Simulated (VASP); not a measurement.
**O: single point with LDA**

O:

```
O
1.0
     1.67495    0.96703    3.73200
    -1.67495    0.96703    3.73200
     0.00000   -1.93406    3.73200
O
2
Direct
  0.07543 0.07437 0.00364
  0.92457 0.92563 0.99636
```

```json
{"Program": "VASP 6.6.1", "Task": "single point", "Functional": "LDA", "Potentials or basis": "VASP PAW LDA potentials, release 64 (O)", "Cutoff": "520 eV", "k mesh": "7 × 7 × 7", "Occupations": "methfessel-paxton, width 0.05 eV", "Spin": "no spin polarisation"}
```

The pressure is 2.4 GPa and the largest force is 3.877 eV/Å. The band gap on the k mesh is zero (bands 6 and 7 overlap by 0.38 eV).

Forces in eV/Å, atoms in the order of the input:
```
O    0.007  0.478  3.848
O   -0.007 -0.478 -3.848
```

Stress tensor (GPa, compression positive):
```
-5.69  0.03  0.03
 0.03 -4.15  2.74
 0.03  2.74 17.04
```

Levels at points of the mesh, in eV from the Fermi level:
```
           k point  band 2  band 3  band 4  band 5  band 6  band 7  band 8  band 9  band 10  band 11
(0.00, 0.00, 0.00)  -13.40   -8.21   -7.17   -7.13    0.14    0.19    5.78   11.53    12.58    14.77
```

It took 39 s on 1 thread of AMD EPYC 9R45 96-Core Processor (Zen 5), with other jobs on the host, peak memory 0.15 GiB.

Caveat: the standard files for N, O and F lose accuracy on very short bonds; spin is off for a triplet molecule; forces of over 1 eV/Å act on the atoms, so gaps and moduli don't describe the material at rest.
